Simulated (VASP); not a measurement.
Wanted: the native input for a VASP 6.6.1 run.

| Item | Value |
| --- | --- |
| Task | single point |
| Functional | PBE |
| Potentials or basis | VASP PAW PBE potentials, release 64 (Ta_pv) |
| Cutoff | 520 eV |
| k mesh | 20 × 20 × 20 |
| Occupations | gaussian, width 0.15 eV |
| Spin | no spin polarisation |
| Dipole correction | no |
| Further INCAR settings | ALGO = Normal; EDIFF = 1e-06; NBANDS = 12 |

The structure of Ta lies in POSCAR:

```
Ta
1.0
   -1.6760492000      1.6760492000      1.6017416000
    1.6760492000     -1.6760492000      1.6017416000
    1.6760492000      1.6760492000     -1.6017416000
Ta
1
Direct
    0.0000000000      0.0000000000      0.0000000000
```

This cell differs from its parent crystal: strain +0.015 along x and y, -0.030 along z.

These files were run (other wordings do the same):

INCAR

```
ALGO = Normal
EDIFF = 1E-6
ENCUT = 520
GGA = PE
ISIF = 2
ISMEAR = 0
LASPH = T
LCHARG = F
LREAL = F
LWAVE = F
NBANDS = 12
NELM = 100
PREC = Accurate
SIGMA = 0.15
```

KPOINTS

```
k-points
0
Gamma
  20 20 20
```

Potentials or basis: VASP PAW PBE potentials, release 64 (Ta_pv).

Run with:

```sh
$ cat potpaw_PBE.64/Ta_pv/POTCAR > POTCAR
$ mpirun -np 1 vasp_std > vasp.out
```

Results of the run:

| Quantity | Value |
| --- | --- |
| Pressure | 3.6 GPa |
| Band gap on the k mesh | zero (an odd number of electrons rules out a gap without spin polarisation) |

Caveat: the cell differs from its parent crystal (strain +0.015 along x and y, -0.030 along z); the cell stands under pressure; spin-orbit coupling is left out, which moves the levels of the heavy elements.

It took 100 s on 1 thread of Intel Xeon 8259CL, on a shared host, peak memory 0.25 GiB.
